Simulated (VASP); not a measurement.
# HfO2 (P1) in VASP: notebook

The runs below take HfO2 through single point, with r2SCAN.

Everything below comes from runs of VASP 6.6.1. Logs are shortened: lines on timing, memory, paths and dates and some standing lists are left out, and cuts for length are marked.

## Step 1: The cell of the first run

The typed cell holds 6 atoms: a = 3.576 Å, b = 3.500 Å, c = 5.079 Å, α = 91.14°, β = 89.50°, γ = 91.11°.

## Step 2: Single point, r2SCAN (atoms moved at random and the cell strained at random)

Contents of POSCAR:

```
HfO2
1.0
    3.5753608914     -0.0341944570      0.0153463678
   -0.0341944570      3.4992802652     -0.0347151812
    0.0223220769     -0.0504950068      5.0784069722
Hf O
2 4
Direct
    0.5000422128      0.5036246803      0.4982538038
    0.0040473902     -0.0126939665      0.0006787530
   -0.0148747364      0.5121073910      0.6967183128
    0.5069279176      0.0002764865      0.8020148412
    0.4945076734     -0.0024087393      0.3080831615
    0.0093495423      0.4990941480      0.1942511277
```

Contents of INCAR.step1:

```
ALGO = Normal
EDIFF = 1E-4
ENCUT = 520
GGA = PE
ISMEAR = 0
LASPH = T
LCHARG = F
LREAL = F
LWAVE = T
NBANDS = 31
NELM = 100
PREC = Accurate
SIGMA = 0.05
```

Contents of INCAR.step2:

```
ALGO = Normal
EDIFF = 1E-7
ENCUT = 520
ISIF = 2
ISMEAR = 0
ISTART = 1
LASPH = T
LCHARG = F
LMIXTAU = T
LREAL = F
LWAVE = F
METAGGA = R2SCAN
NBANDS = 31
NELM = 100
PREC = Accurate
SIGMA = 0.05
```

Contents of KPOINTS:

```
k-points
0
Gamma
  6 6 6
```

Potentials or basis: VASP PAW PBE potentials, release 64 (Hf_pv, O).

The run is started by

```
> cat potpaw_PBE.64/Hf_pv/POTCAR potpaw_PBE.64/O/POTCAR > POTCAR
> cp INCAR.step1 INCAR
> mpirun -np 1 vasp_std > vasp.out
> cp INCAR.step2 INCAR
> mpirun -np 1 vasp_std > vasp.out
```

OUTCAR:

```text
EDIFF = 1E-7
   ENCUT = 520
   ISIF = 2
   ISMEAR = 0
   ISTART = 1
   LASPH = T
   LREAL = F
   METAGGA = R2SCAN
   NELM = 100
   PREC = Accurate

 ion  position               nearest neighbor table
   1  0.500  0.504  0.498-   5 2.00   5 2.00   3 2.01   3 2.09   4 2.30   6 2.35   4 2.37   6 2.38
                             2 3.52   2 3.52   2 3.53   2 3.55   2 3.57   2 3.57   2 3.59   2 3.66
   2  0.004  0.987  0.001-   6 1.99   6 2.03   4 2.05   4 2.05   3 2.25   5 2.36   5 2.39   3 2.42
                             1 3.52   1 3.52   1 3.53   1 3.55   1 3.57   1 3.57   1 3.59   1 3.66
   3  0.985  0.512  0.697-   1 2.01   1 2.09   2 2.25   2 2.42
   4  0.507  0.000  0.802-   2 2.05   2 2.05   1 2.30   1 2.37
   5  0.495  0.998  0.308-   1 2.00   1 2.00   2 2.36   2 2.39
   6  0.009  0.499  0.194-   2 1.99   2 2.03   1 2.35   1 2.38

  LATTYP: Found a triclinic cell.
 ALAT       =     3.4996195192
 B/A-ratio  =     1.7459271740
 C/A-ratio  =     1.0216988785
 COS(alpha) =     0.0037980155
 COS(beta)  =     0.0193754109
 COS(gamma) =     0.5562176869

  Lattice vectors:

 A1 = (   0.0341944570,  -3.4992802652,   0.0347151812)
 A2 = (   0.0118723801,  -3.4487852584,  -5.0436917910)
 A3 = (   3.5753608914,  -0.0341944570,   0.0153463678)

Analysis of symmetry for initial positions (statically):
=====================================================================
 Subroutine PRICEL returns:
 Original cell was already a primitive cell.

 Routine SETGRP: Setting up the symmetry group for a
 triclinic supercell.

 Subroutine GETGRP returns: Found  1 space group operations
 (whereof  1 operations were pure point group operations)
 out of a pool of  2 trial point group operations.

The static configuration has the point symmetry C_1 .

Analysis of symmetry for dynamics (positions and initial velocities):
=====================================================================
 Subroutine PRICEL returns:
 Original cell was already a primitive cell.

 Routine SETGRP: Setting up the symmetry group for a
 triclinic supercell.

 Subroutine GETGRP returns: Found  1 space group operations
 (whereof  1 operations were pure point group operations)
 out of a pool of  2 trial point group operations.

The dynamic configuration has the point symmetry C_1 .

 Subroutine INISYM returns: Found  1 space group operations
 (whereof  1 operations are pure point group operations),
 and found     1 'primitive' translations

----------------------------------------------------------------------------------------

                                     Primitive cell

  volume of cell :      63.5236

  direct lattice vectors                    reciprocal lattice vectors
     3.575360891 -0.034194457  0.015346368     0.279723235  0.002721485 -0.001202460
    -0.034194457  3.499280265 -0.034715181     0.002721485  0.285827722  0.002830046
     0.022322077 -0.050495007  5.078406972    -0.000826688  0.001945649  0.196935122

  length of vectors
     3.575557338  3.499619519  5.078707059     0.279739058  0.285854687  0.196946468

  position of ions in fractional coordinates (direct lattice)
     0.500042213  0.503624680  0.498253804
     0.004047390  0.987306033  0.000678753
     0.985125264  0.512107391  0.696718313
     0.506927918  0.000276486  0.802014841
     0.494507673  0.997591261  0.308083162
     0.009349542  0.499094148  0.194251128

  ion indices of the primitive-cell ions
   primitive index   ion index
                 1           1
                 2           2
                 3           3
                 4           4
                 5           5
                 6           6

----------------------------------------------------------------------------------------

 KPOINTS: k-points

Automatic generation of k-mesh.
 Grid dimensions read from file:
 generate k-points for:    6    6    6

 Generating k-lattice:

  Cartesian coordinates                     Fractional coordinates (reciprocal lattice)
     0.046620539  0.000453581 -0.000200410     0.166666667  0.000000000 -0.000000000
     0.000453581  0.047637954  0.000471674     0.000000000  0.166666667 -0.000000000
    -0.000137781  0.000324275  0.032822520     0.000000000  0.000000000  0.166666667

  Length of vectors
     0.046623176  0.047642448  0.032824411

  Shift w.r.t. Gamma in fractional coordinates (k-lattice)
     0.000000000  0.000000000  0.000000000

 Subroutine IBZKPT returns following result:
 ===========================================

 Found    112 irreducible k-points:

 Following reciprocal coordinates:
            Coordinates               Weight
  0.000000  0.000000  0.000000      1.000000
  0.166667 -0.000000  0.000000      2.000000
  0.333333 -0.000000  0.000000      2.000000
  0.500000 -0.000000  0.000000      1.000000
  0.000000  0.166667  0.000000      2.000000
  0.166667  0.166667  0.000000      2.000000
[... 16 lines left out ...]
  0.333333 -0.000000  0.166667      2.000000
  0.500000 -0.000000  0.166667      2.000000
 [... further k-points ...]
   k-points           NKPTS =    112   k-points in BZ     NKDIM =    112   number of bands    NBANDS=     31
   number of dos      NEDOS =    301   number of ions     NIONS =      6
   total plane-waves  NPLWV =  31360
   dimension x,y,z NGX =    28 NGY =   28 NGZ =   40
   dimension x,y,z NGXF=    56 NGYF=   56 NGZF=   80
   ions per type =               2   4
   NGX,Y,Z   is equivalent  to a cutoff of  13.02, 13.30, 13.09 a.u.
   NGXF,Y,Z  is equivalent  to a cutoff of  26.04, 26.60, 26.19 a.u.
 SYSTEM =  unknown system
   PREC   = accura    normal or accurate (medium, high low for compatibility)
   ISTART =      1    job   : 0-new  1-cont  2-samecut
   ICHARG =      0    charge: 1-file 2-atom 10-const
   ISPIN  =      1    spin polarized calculation?
   LNONCOLLINEAR =      F non collinear calculations
   LSORBIT =      F    spin-orbit coupling
   LASPH  =      T    aspherical Exc in radial PAW
   ENCUT  =  520.0 eV  38.22 Ry    6.18 a.u.   6.65  6.51  9.44*2*pi/ulx,y,z
   NELM   =    100;   NELMIN=  2; NELMDL=  0     # of ELM steps
   EDIFF  = 0.1E-06   stopping-criterion for ELM
   LREAL  =      F    real-space projection
   EDIFFG = 0.1E-05   stopping-criterion for IOM
   NSW    =      0    number of steps for IOM
   IBRION =     -1    ionic relax: 0-MD 1-quasi-New 2-CG
   NFREE  =      0    steps in history (QN), initial steepest desc. (CG)
   ISIF   =      2    stress and relaxation
   ISYM   =      2    0-nonsym 1-usesym 2-fastsym
   POTIM  = 0.5000    time-step for ionic-motion
   TEBEG  =    0.0;   TEEND  =   0.0 temperature during run
   PSTRESS=    0.0 pullay stress
   NELECT =      44.0000    total number of electrons
   NUPDOWN=      -1.0000    fix difference up-down
   EMIN   =  10.00;   EMAX   =-10.00  energy-range for DOS
   EFERMI =   0.00;   METHOD = LEGACY
   ISMEAR =     0;   SIGMA  =   0.05  broadening in eV -4-tet -1-fermi 0-gaus
   EFERMI_NEDOS =   21; number of points for ismear=-14 and -15
   IALGO  =     38    algorithm
   IMIX   =      4    mixing-type and parameters
     AMIX     =   0.40;   BMIX     =  1.00
     AMIX_MAG =   1.60;   BMIX_MAG =  1.00
  volume/ion in A,a.u.               =      10.59        71.45
  Fermi-wavevector in a.u.,A,eV,Ry     =   1.448485  2.737240 28.546517  2.098110
  Thomas-Fermi vector in A             =   2.566321
   LORBIT       =      0    0 simple, 1 ext, 2 COOP (PROOUT), +10 PAW based schemes
   METAGGA = R2SCAN    functional components
   LHFCALC =     F    Hartree Fock is set to
   AEXX    =    0.0000 exact exchange contribution
   IVDW    =     0    specifies the selected vdW correction
   LEPSILON=     F    determine dielectric tensor
   LRPA    =     F    only Hartree local field effects (RPA)
 non-spin polarized calculation
 Gauss-broadening in eV      SIGMA  =   0.05
  energy-cutoff  :      520.00
  volume of cell :       63.52
 maximum number of plane-waves:      1729
 NGX is ok and might be reduce to    28
   NGX = 13   NGY = 13   NGZ = 19

 number of electron      43.9999992 magnetization

 Free energy of the ion-electron system (eV)
  ---------------------------------------------------
  ext. energy  EPLUGINS =         0.00000000
  ---------------------------------------------------
  free energy    TOTEN  =      -137.11838317 eV

  energy without entropy =     -137.11838317  energy(sigma->0) =     -137.11838317

 E-fermi :   3.6473     XC(G=0): -12.7025

 val. band max:        3.4325462675   @ k =   0.1667   0.3333   0.0000
 cond. band min:       8.6966016704   @ k =   0.0000   0.0000   0.0000
 fundamental gap:      5.2640554029
 Fermi energy:         3.6472920270

 k-point     1 :       0.0000    0.0000    0.0000
  band No.  band energies     occupation
      1     -26.8335      2.00000
      2     -26.4012      2.00000
      3     -26.3691      2.00000
      4     -26.3180      2.00000
      5     -26.2541      2.00000
      6     -26.2387      2.00000
[... 23 lines left out ...]
     30      13.6915      0.00000
     31      15.0346      0.00000

 k-point     2 :       0.1667   -0.0000    0.0000
  band No.  band energies     occupation
      1     -26.7878      2.00000
      2     -26.4609      2.00000
      3     -26.3778      2.00000
      4     -26.3352      2.00000
      5     -26.3296      2.00000
      6     -26.2566      2.00000
[... 23 lines left out ...]
     30      13.6922      0.00000
     31      14.3577      0.00000

 k-point     3 :       0.3333   -0.0000    0.0000
  band No.  band energies     occupation
      1     -26.6728      2.00000
      2     -26.5926      2.00000
      3     -26.5181      2.00000
      4     -26.3994      2.00000
      5     -26.3451      2.00000
      6     -26.2746      2.00000
[... 23 lines left out ...]
     30      13.3194      0.00000
     31      13.9173      0.00000

 k-point     4 :       0.5000   -0.0000    0.0000
  band No.  band energies     occupation
      1     -26.6502      2.00000
      2     -26.6276      2.00000
      3     -26.5308      2.00000
      4     -26.5004      2.00000
      5     -26.3240      2.00000
      6     -26.2914      2.00000
[... 23 lines left out ...]
     30      13.5783      0.00000
     31      14.2462      0.00000

 k-point     5 :       0.0000    0.1667    0.0000
  band No.  band energies     occupation
      1     -26.7876      2.00000
      2     -26.4942      2.00000
      3     -26.3784      2.00000
      4     -26.3666      2.00000
      5     -26.3167      2.00000
      6     -26.2465      2.00000
[... 23 lines left out ...]
     30      13.2114      0.00000
     31      14.6520      0.00000
[... 542 lines left out ...]
     30      13.7187      0.00000
     31      14.8173      0.00000

 k-point    22 :       0.1667    0.0000    0.1667
  band No.  band energies     occupation
      1     -26.7656      2.00000
      2     -26.4474      2.00000
      3     -26.4122      2.00000
      4     -26.3644      2.00000
      5     -26.3030      2.00000
      6     -26.2599      2.00000
[... 23 lines left out ...]
     30      13.7456      0.00000
     31      14.3158      0.00000

 k-point    23 :       0.3333   -0.0000    0.1667
  band No.  band energies     occupation
      1     -26.7077      2.00000
      2     -26.5833      2.00000
      3     -26.5265      2.00000
      4     -26.3662      2.00000
      5     -26.3403      2.00000
      6     -26.2770      2.00000
[... 23 lines left out ...]
     30      13.7844      0.00000
     31      14.0573      0.00000

 k-point    24 :       0.5000   -0.0000    0.1667
  band No.  band energies     occupation
      1     -26.7035      2.00000
      2     -26.6875      2.00000
      3     -26.4659      2.00000
      4     -26.4482      2.00000
      5     -26.3230      2.00000
      6     -26.2913      2.00000
[... 23 lines left out ...]
     30      13.8158      0.00000
     31      14.2641      0.00000

 [... further k-points ...]

------------------------ aborting loop because EDIFF is reached ----------------------------------------

  FORCE on cell =-STRESS in cart. coord.  units (eV):
  Direction    XX          YY          ZZ          XY          YZ          ZX
  --------------------------------------------------------------------------------------
  -------------------------------------------------------------------------------------
  Total        1.4457195      5.8548520      5.0206901      1.3648484      0.1292312      0.4577668
  in kB       36.4636197    147.6697910    126.6307416     34.4239070      3.2594421     11.5456945
  external PRESSURE =     103.5880507 kB  Pullay stress =       0.0000000 kB

 VOLUME and BASIS-vectors are now :
 -----------------------------------------------------------------------------
  energy-cutoff  :      520.00
  volume of cell :       63.52
      direct lattice vectors                 reciprocal lattice vectors
     3.575360891 -0.034194457  0.015346368     0.279723235  0.002721485 -0.001202460
    -0.034194457  3.499280265 -0.034715181     0.002721485  0.285827722  0.002830046
     0.022322077 -0.050495007  5.078406972    -0.000826688  0.001945649  0.196935122

 POSITION                                       TOTAL-FORCE (eV/Angst)
 -----------------------------------------------------------------------------------
      1.78173      1.72007      2.52053        -0.501824      0.066077      0.939498
     -0.01927      3.45469     -0.03077         0.011245      0.217537     -0.838184
      3.52022      1.72314      3.53556         1.206376     -0.245692     -0.129385
      1.83034     -0.05686      4.08073        -0.660927      0.198022      0.352856
      1.74081      3.45839      1.53753         0.261951      0.064149     -0.986888
      0.02070      1.73634      0.96930        -0.316822     -0.300093      0.662103
 -----------------------------------------------------------------------------------
    total drift:                               -0.000755      0.000029     -0.000561

  FREE ENERGIE OF THE ION-ELECTRON SYSTEM (eV)
  ---------------------------------------------------
  free  energy   TOTEN  =      -137.1183831678 eV

  energy  without entropy=     -137.1183831678  energy(sigma->0) =     -137.11838317
```

Wall time 26 min (1 thread of Oxide Virtual Turin-like, shared host); peak memory 0.28 GiB.

What came out:

- Free energy: -137.1184 eV
- Pressure: 10.4 GPa
- Largest force: 1.238 eV/Å
- Band gap on the k mesh: 5.26 eV (least direct gap 5.34 eV)

Forces in eV/Å, atoms in the order of the input:
```
Hf  -0.502  0.066  0.939
Hf   0.011  0.218 -0.838
O    1.206 -0.246 -0.129
O   -0.661  0.198  0.353
O    0.262  0.064 -0.987
O   -0.317 -0.300  0.662
```

Stress tensor (GPa, compression positive):
```
 3.65  3.44  1.15
 3.44 14.77  0.33
 1.15  0.33 12.66
```

Caveat: the cell differs from its parent crystal (atoms moved at random and the cell strained at random); the cell stands under pressure; the PAW data sets were made with another functional, which shifts forces and pressure a little; spin-orbit coupling is left out, which moves the levels of the heavy elements. A k mesh can miss the band edges.

(Continued in part 2 of 2.)
